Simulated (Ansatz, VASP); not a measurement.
# MoS2: VASP beside Ansatz

```
CELL_PARAMETERS angstrom
3.22746 0.00000 0.00000
-1.61373 2.79507 0.00000
0.00000 0.00000 6.31247
ATOMIC_POSITIONS crystal
Mo 0.00000 0.00000 0.50000
S 0.33333 0.66667 0.25532
S 0.66667 0.33333 0.74468
```

Alike in both runs: task single point; functional PBEsol; k mesh 11 × 11 × 5; occupations methfessel-paxton of order 1, width 0.2 eV; no spin polarisation.

|  | VASP | Ansatz |
| --- | --- | --- |
| version | VASP 6.6.1 | Ansatz 0.2.0 |
| potentials or method | VASP PAW PBE potentials, release 64 (Mo_sv, S), cutoff 520 eV | plane waves, PAW |
| valence electrons in the cell | 26 | 26 |

```tsv
	VASP	Ansatz	Ansatz less VASP
pressure (GPa)	-3.4	-3.4	-0.01
traceless stress, the component that is largest in VASP (GPa)	2.41	2.39	-0.020
rms of the force components (eV/Å)	0.007	0.004	-0.0029
```

VASP's potentials were made for PBE, not for PBEsol. Atom by atom the forces differ by 0.003 eV/Å (rms over components).
